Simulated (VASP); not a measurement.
# AlGa3N4 (R3m) in VASP: a series of runs

The runs below take AlGa3N4 through single point, with LDA.

Program: VASP 6.6.1. These are calculated values, not measurements. Logs are shortened: lines on timing, memory, paths and dates and some standing lists are left out, and cuts for length are marked.

### Step 1. The cell of the first run

The structure is trigonal, space group R3m (No. 160). Conventional cell: a = 6.825 Å, b = 6.825 Å, c = 6.968 Å, α = 90.00°, β = 90.00°, γ = 120.00°. Al (site symmetry 3m) has 4 N at 1.71 to 2.01 Å within 2.3 Å. Within 2.3 Å of Ga (site symmetry m) lie 4 N at 1.75 to 2.07 Å. Within 2.3 Å of N (site symmetry m) lie 3 Ga at 1.75 to 2.07 Å and 1 Al at 2.01 Å. Within 2.3 Å of N (site symmetry 3m) lie 1 Al at 1.71 Å and 3 Ga at 2.06 Å.

### Step 2. Single point, LDA

Input file INCAR:

```
PREC = Accurate
ENCUT = 520
EDIFF = 1E-7
ISMEAR = 0
SIGMA = 0.05
LREAL = F
LASPH = T
NELM = 60
ALGO = Normal
ISIF = 2
LWAVE = F
LCHARG = F
NBANDS = 41
```

Input file KPOINTS:

```
Automatic mesh
0
Gamma
  6 6 6
```

Input file POSCAR:

```
AlGa3N4
1.0
    4.5581929995     -0.2676748006     -0.2676748006
   -0.2676748006      4.5581929995     -0.2676748006
   -0.2676748006     -0.2676748006      4.5581929995
Al Ga N
1 3 4
Direct
    0.0000000000      0.0000000000      0.0000000000
    0.5000000000      0.5000000000      0.0000000000
    0.5000000000      0.0000000000      0.5000000000
    0.0000000000      0.5000000000      0.5000000000
    0.7548078379      0.7548078379      0.2451921621
    0.7548078379      0.2451921621      0.7548078379
    0.2451921621      0.7548078379      0.7548078379
    0.2451921621      0.2451921621      0.2451921621
```

Potentials or basis: VASP PAW LDA potentials, release 64 (Al, Ga_d, N).

Started as:

```console
$ cat potpaw_LDA.64/Al/POTCAR potpaw_LDA.64/Ga_d/POTCAR potpaw_LDA.64/N/POTCAR > POTCAR
$ mpirun -np 1 vasp_std > vasp.out
```

OUTCAR:

```text
PREC = Accurate
   ENCUT = 520
   EDIFF = 1E-7
   ISMEAR = 0
   LREAL = F
   LASPH = T
   NELM = 60
   ISIF = 2

 ion  position               nearest neighbor table
   1  0.000  0.000  0.000-   8 1.71   6 2.01   7 2.01   5 2.01   3 3.05   4 3.05   2 3.05   4 3.05
                             3 3.05   2 3.05
   2  0.500  0.500  0.000-   5 1.75   8 2.06   7 2.07   6 2.07   1 3.05   1 3.05
   3  0.500  0.000  0.500-   6 1.75   8 2.06   7 2.07   5 2.07   1 3.05   1 3.05
   4  0.000  0.500  0.500-   7 1.75   8 2.06   5 2.07   6 2.07   1 3.05   1 3.05
   5  0.755  0.755  0.245-   2 1.75   1 2.01   3 2.07   4 2.07
   6  0.755  0.245  0.755-   3 1.75   1 2.01   2 2.07   4 2.07
   7  0.245  0.755  0.755-   4 1.75   1 2.01   3 2.07   2 2.07
   8  0.245  0.245  0.245-   1 1.71   2 2.06   3 2.06   4 2.06

  LATTYP: Found a trigonal (rhomboedric) cell.
 ALAT       =     4.5738848934
 COS(alpha) =    -0.1132184088

  Lattice vectors:

 A1 = (   4.5581929995,  -0.2676748006,  -0.2676748006)
 A2 = (  -0.2676748006,   4.5581929995,  -0.2676748006)
 A3 = (  -0.2676748006,  -0.2676748006,   4.5581929995)

Analysis of symmetry for initial positions (statically):
=====================================================================
 Subroutine PRICEL returns:
 Original cell was already a primitive cell.

 Routine SETGRP: Setting up the symmetry group for a
 trigonal (rhombohedral) supercell.

 Subroutine GETGRP returns: Found  6 space group operations
 (whereof  6 operations were pure point group operations)
 out of a pool of 12 trial point group operations.

The static configuration has the point symmetry C_3v.

Analysis of symmetry for dynamics (positions and initial velocities):
=====================================================================
 Subroutine PRICEL returns:
 Original cell was already a primitive cell.

 Routine SETGRP: Setting up the symmetry group for a
 trigonal (rhombohedral) supercell.

 Subroutine GETGRP returns: Found  6 space group operations
 (whereof  6 operations were pure point group operations)
 out of a pool of 12 trial point group operations.

The dynamic configuration has the point symmetry C_3v.

 Subroutine INISYM returns: Found  6 space group operations
 (whereof  6 operations are pure point group operations),
 and found     1 'primitive' translations

[... 112 lines left out ...]
   ISIF   =      2    stress and relaxation
   ISYM   =      2    0-nonsym 1-usesym 2-fastsym
   POTIM  = 0.5000    time-step for ionic-motion
   TEBEG  =    0.0;   TEEND  =   0.0 temperature during run
   PSTRESS=    0.0 pullay stress
   NELECT =      62.0000    total number of electrons
   NUPDOWN=      -1.0000    fix difference up-down
   EMIN   =  10.00;   EMAX   =-10.00  energy-range for DOS
   EFERMI =   0.00;   METHOD = LEGACY
   ISMEAR =     0;   SIGMA  =   0.05  broadening in eV -4-tet -1-fermi 0-gaus
   EFERMI_NEDOS =   21; number of points for ismear=-14 and -15
   IALGO  =     38    algorithm
   IMIX   =      4    mixing-type and parameters
     AMIX     =   0.40;   BMIX     =  1.00
     AMIX_MAG =   1.60;   BMIX_MAG =  1.00
  volume/ion in A,a.u.               =      11.71        79.03
  Fermi-wavevector in a.u.,A,eV,Ry     =   1.426628  2.695936 27.691494  2.035267
  Thomas-Fermi vector in A             =   2.546885
   LORBIT       =      0    0 simple, 1 ext, 2 COOP (PROOUT), +10 PAW based schemes
   GGA     = CA    functional components
   LHFCALC =     F    Hartree Fock is set to
   AEXX    =    0.0000 exact exchange contribution
   IVDW    =     0    specifies the selected vdW correction
   LEPSILON=     F    determine dielectric tensor
   LRPA    =     F    only Hartree local field effects (RPA)
 non-spin polarized calculation
 Gauss-broadening in eV      SIGMA  =   0.05
  energy-cutoff  :      520.00
  volume of cell :       93.69
 maximum number of plane-waves:      2544
 NGX is ok and might be reduce to    36
   NGX = 17   NGY = 17   NGZ = 17

 number of electron      61.9999989 magnetization

 Free energy of the ion-electron system (eV)
  ---------------------------------------------------
  ext. energy  EPLUGINS =         0.00000000
  ---------------------------------------------------
  free energy    TOTEN  =       -55.46947394 eV

  energy without entropy =      -55.46947394  energy(sigma->0) =      -55.46947394

 E-fermi :   5.1179     XC(G=0): -11.6751

 val. band max:        4.8906025879   @ k =   0.0000   0.0000   0.0000
 cond. band min:       6.2279524918   @ k =   0.0000   0.0000   0.0000
 fundamental gap:      1.3373499039
 Fermi energy:         5.1178549597

 k-point     1 :       0.0000    0.0000    0.0000
  band No.  band energies     occupation
      1     -10.7410      2.00000
      2      -9.9420      2.00000
      3      -9.9420      2.00000
      4      -9.4581      2.00000
      5      -8.6831      2.00000
      6      -8.6831      2.00000
[... 1045 lines left out ...]
     40      14.2639      0.00000
     41      14.5903      0.00000

 [... further k-points ...]

------------------------ aborting loop because EDIFF is reached ----------------------------------------

  FORCE on cell =-STRESS in cart. coord.  units (eV):
  Direction    XX          YY          ZZ          XY          YZ          ZX
  --------------------------------------------------------------------------------------
  -------------------------------------------------------------------------------------
  Total       -1.9738553     -1.9738553     -1.9738553     14.3587032     14.3587032     14.3587032
  in kB      -33.7552970    -33.7552970    -33.7552970    245.5510706    245.5510706    245.5510706
  external PRESSURE =     -33.7552970 kB  Pullay stress =       0.0000000 kB

 VOLUME and BASIS-vectors are now :
 -----------------------------------------------------------------------------
  energy-cutoff  :      520.00
  volume of cell :       93.69
      direct lattice vectors                 reciprocal lattice vectors
     4.558193000 -0.267674801 -0.267674801     0.221004543  0.013787926  0.013787926
    -0.267674801  4.558193000 -0.267674801     0.013787926  0.221004543  0.013787926
    -0.267674801 -0.267674801  4.558193000     0.013787926  0.013787926  0.221004543

 POSITION                                       TOTAL-FORCE (eV/Angst)
 -----------------------------------------------------------------------------------
      0.00000      0.00000      0.00000        -1.717222     -1.717222     -1.717222
      2.14526      2.14526     -0.26767        -1.762883     -1.762883     -1.551410
      2.14526     -0.26767      2.14526        -1.762883     -1.551410     -1.762883
     -0.26767      2.14526      2.14526        -1.551410     -1.762883     -1.762883
      3.17289      3.17289      0.71355         1.741802      1.741802      1.514710
      3.17289      0.71355      3.17289         1.741802      1.514710      1.741802
      0.71355      3.17289      3.17289         1.514710      1.741802      1.741802
      0.98637      0.98637      0.98637         1.796084      1.796084      1.796084
 -----------------------------------------------------------------------------------
    total drift:                               -0.000104     -0.000104     -0.000104

  FREE ENERGIE OF THE ION-ELECTRON SYSTEM (eV)
  ---------------------------------------------------
  free  energy   TOTEN  =       -55.4694739355 eV

  energy  without entropy=      -55.4694739355  energy(sigma->0) =      -55.46947394
```

OSZICAR:

```text
N       E                     dE             d eps       ncg     rms          rms(c)
DAV:   1     0.619458129548E+03    0.61946E+03   -0.28142E+04  2955   0.250E+03
DAV:   2     0.491641431606E+02   -0.57029E+03   -0.53195E+03  2776   0.629E+02
DAV:   3    -0.571322817851E+02   -0.10630E+03   -0.10197E+03  3020   0.190E+02
DAV:   4    -0.645190759623E+02   -0.73868E+01   -0.73163E+01  3568   0.526E+01
DAV:   5    -0.647040624695E+02   -0.18499E+00   -0.18481E+00  3216   0.807E+00    0.160E+01
DAV:   6    -0.554487820646E+02    0.92553E+01   -0.29108E+01  4880   0.621E+01    0.487E+00
DAV:   7    -0.556136899647E+02   -0.16491E+00   -0.41379E+00  3088   0.112E+01    0.390E+00
DAV:   8    -0.555044833677E+02    0.10921E+00   -0.66761E-01  4471   0.628E+00    0.105E+00
DAV:   9    -0.554682032278E+02    0.36280E-01   -0.15826E-01  4007   0.480E+00    0.452E-01
DAV:  10    -0.554694468369E+02   -0.12436E-02   -0.18272E-02  3038   0.883E-01    0.194E-01
DAV:  11    -0.554694939645E+02   -0.47128E-04   -0.21126E-03  3856   0.598E-01    0.406E-02
DAV:  12    -0.554694700821E+02    0.23882E-04   -0.32210E-04  3528   0.259E-01    0.211E-02
DAV:  13    -0.554694739580E+02   -0.38759E-05   -0.63252E-05  4136   0.535E-02    0.130E-02
DAV:  14    -0.554694739080E+02    0.49979E-07   -0.61268E-06  3232   0.167E-02    0.269E-03
DAV:  15    -0.554694739329E+02   -0.24906E-07   -0.13521E-06  3360   0.130E-02    0.111E-03
DAV:  16    -0.554694739355E+02   -0.25648E-08   -0.10469E-07  2168   0.234E-03
   1 F= -.55469474E+02 E0= -.55469474E+02  d E =-.139483E-12
```

Wall time 1.8 min (1 thread of Intel Xeon Platinum 8259CL at 2.50GHz (Skylake/Cascade Lake), shared host); peak memory 0.23 GiB.

Results:

* Free energy: -55.4695 eV
* Pressure: -3.4 GPa
* Largest force: 3.111 eV/Å
* Band gap on the k mesh: 1.34 eV, direct

Forces on the atoms (eV/Å):
```
Al  -1.717 -1.717 -1.717
Ga  -1.763 -1.763 -1.551
Ga  -1.763 -1.551 -1.763
Ga  -1.551 -1.763 -1.763
N    1.742  1.742  1.515
N    1.742  1.515  1.742
N    1.515  1.742  1.742
N    1.796  1.796  1.796
```

Levels at points of the mesh, in eV from the valence-band top:
| k point | band 29 | band 30 | band 31 | band 32 | band 33 | band 34 |
| --- | --- | --- | --- | --- | --- | --- |
| (0.00, 0.00, 0.00) | -0.33 | -0.33 | 0.00 | 1.34 | 2.69 | 2.69 |
| (0.50, 0.00, 0.00) | -1.87 | -1.09 | -0.84 | 3.99 | 4.07 | 5.26 |
| (0.50, 0.50, 0.00) | -1.27 | -0.75 | -0.52 | 5.05 | 5.28 | 5.72 |
| (0.50, 0.50, 0.50) | -0.56 | -0.56 | -0.53 | 3.25 | 4.49 | 4.49 |

Caveat: forces of over 1 eV/Å act on the atoms, so gaps and moduli don't describe the material at rest.

### Step 3. Single point, LDA

Input file INCAR:

```
SYSTEM = AlGa3N4
ALGO = Normal
EDIFF = 1E-6
ENCUT = 520
ISIF = 2
ISMEAR = 0
LASPH = .True.
LCHARG = .True.
LELF = .True.
LREAL = .False.
LVHAR = .True.
LWAVE = .False.
NBANDS = 41
NELM = 100
PREC = Accurate
SIGMA = 0.05
```

Input file KPOINTS:

```
k-points
0
Gamma
  6 6 6
  0 0 0
```

POSCAR, as its differences from that of step 2:

```diff
@@ -2,5 +2,5 @@
 1.0
-    4.5581929995     -0.2676748006     -0.2676748006
-   -0.2676748006      4.5581929995     -0.2676748006
-   -0.2676748006     -0.2676748006      4.5581929995
+    4.5459392397     -0.1357695550     -0.1357695550
+   -0.1357695550      4.5459392397     -0.1357695550
+   -0.1357695550     -0.1357695550      4.5459392397
 Al Ga N
```

Potentials or basis: VASP PAW LDA potentials, release 64 (Al, Ga_d, N).

Started as:

```console
$ cat potpaw_LDA.64/Al/POTCAR potpaw_LDA.64/Ga_d/POTCAR potpaw_LDA.64/N/POTCAR > POTCAR
$ mpirun -np 1 vasp_std > vasp.out
```

It took 98 s on 1 thread of Intel Xeon Platinum 8259CL at 2.50GHz (Skylake/Cascade Lake), shared host; peak memory 0.23 GiB.

It converged, with:

```yaml
Free_energy: -57.3514 eV
Pressure: -10.5 GPa
Largest_force: 1.038 eV/Å
Band_gap_on_the_k_mesh: 1.71 eV, direct
```

Forces in eV/Å, atoms in the order of the input:
```
Al  -0.563 -0.563 -0.563
Ga  -0.581 -0.581 -0.509
Ga  -0.581 -0.509 -0.581
Ga  -0.509 -0.581 -0.581
N    0.578  0.578  0.479
N    0.578  0.479  0.578
N    0.479  0.578  0.578
N    0.599  0.599  0.599
```

Stress tensor (GPa, compression positive):
```
-10.50  11.21  11.21
 11.21 -10.50  11.21
 11.21  11.21 -10.50
```

Levels at points of the mesh, in eV from the valence-band top:
| k point | band 27 | band 28 | band 29 | band 30 | band 31 | band 32 | band 33 | band 34 | band 35 | band 36 |
| --- | --- | --- | --- | --- | --- | --- | --- | --- | --- | --- |
| (0.00, 0.00, 0.00) | -2.11 | -2.10 | -0.25 | -0.25 | 0.00 | 1.71 | 3.04 | 3.05 | 3.05 | 6.13 |
| (0.50, 0.00, 0.00) | -2.98 | -1.82 | -1.57 | -1.30 | -1.05 | 4.35 | 4.43 | 5.71 | 5.72 | 7.13 |
| (0.50, 0.50, 0.00) | -2.93 | -1.18 | -1.14 | -0.90 | -0.68 | 5.71 | 5.82 | 6.17 | 6.87 | 6.95 |
| (0.50, 0.50, 0.50) | -0.87 | -0.87 | -0.69 | -0.69 | -0.69 | 3.83 | 4.53 | 4.53 | 5.72 | 8.26 |

Caveat: forces of over 1 eV/Å act on the atoms, so gaps and moduli don't describe the material at rest. LDA gaps usually lie below the measured ones, often by a third to a half.

[end of part 1 of 2]
